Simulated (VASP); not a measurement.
Input of a VASP 6.6.1 run:

File INCAR:

```
PREC     = Accurate       # precision mode
ENCUT    = 520            # plane-wave cutoff, eV
EDIFF    = 1E-7           # SCF threshold, eV
ISMEAR   = 0              # smearing method
SIGMA    = 0.1            # smearing width, eV
LREAL    = False          # projectors in reciprocal space
LASPH    = True           # aspherical terms in the spheres
NELM     = 80             # most SCF steps
ALGO     = Normal         # electronic algorithm
ISIF     = 2              # what is computed and relaxed
LWAVE    = False          # write WAVECAR
LCHARG   = True           # write CHGCAR
GGA      = PE             # functional
LELF     = True           # ELF
LVHAR    = True         
NBANDS   = 59             # bands
```

KPOINTS

```
Automatic mesh
0
Gamma
  6 6 8
```

File POSCAR:

```
Sn3Cl
1.0
    6.6987584210      0.0000000000      0.0000000000
   -3.3493792105      5.8012949664      0.0000000000
    0.0000000000      0.0000000000      5.5741718127
Sn Cl
6 2
Direct
    0.8375893879      0.6751787759      0.2500000000
    0.1624106121      0.8375893879      0.7500000000
    0.3248212241      0.1624106121      0.2500000000
    0.1624106121      0.3248212241      0.7500000000
    0.8375893879      0.1624106121      0.2500000000
    0.6751787759      0.8375893879      0.7500000000
    0.3333333333      0.6666666667      0.2500000000
    0.6666666667      0.3333333333      0.7500000000
```

Potentials or basis: VASP PAW PBE potentials, release 64 (Sn_d, Cl).

Run with:

```console
$ cat potpaw_PBE.64/Sn_d/POTCAR potpaw_PBE.64/Cl/POTCAR > POTCAR
$ mpirun -np 1 vasp_std > vasp.out
```

Q: What does it give for the pressure?

A: -0.1 GPa.

Q: Predict the band gap on the k mesh.

A: Zero (bands 49 and 50 overlap by 0.68 eV).

Caveat: spin-orbit coupling is left out, which moves the levels of the heavy elements.
